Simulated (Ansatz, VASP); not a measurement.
**Two plane-wave programs on NaI**

```
Na I
1.0
     0.00000    3.30797    3.30797
     3.30797    0.00000    3.30797
     3.30797    3.30797    0.00000
Na I
1 1
Direct
  0.00000 0.00000 0.00000
  0.50000 0.50000 0.50000
```

Alike in both runs: task single point; functional HSE06; k mesh 4 × 4 × 4; occupations fermi-dirac, width 0.05 eV; no spin polarisation.

|  | VASP | Ansatz |
| --- | --- | --- |
| version | VASP 6.6.1 | Ansatz 0.2.0 development build |
| potentials or method | VASP PAW PBE potentials, release 64 (Na_pv, I) | plane waves, PAW datasets (generated soft set 1) |
| plane-wave cutoff (eV) | 520 | 420 |
| valence electrons in the cell | 14 | 26 |

```csv
,VASP,Ansatz,Ansatz less VASP
gap on the k mesh at the Fermi level (eV),4.48,4.50,+0.019
```

VASP's potentials hold 14 valence electrons a cell and Ansatz's 26, so a difference there can come from the potentials and not from the codes. Ansatz's warnings: stress exchange threshold loose, stress scf threshold loose.

Spin-orbit coupling is off throughout.
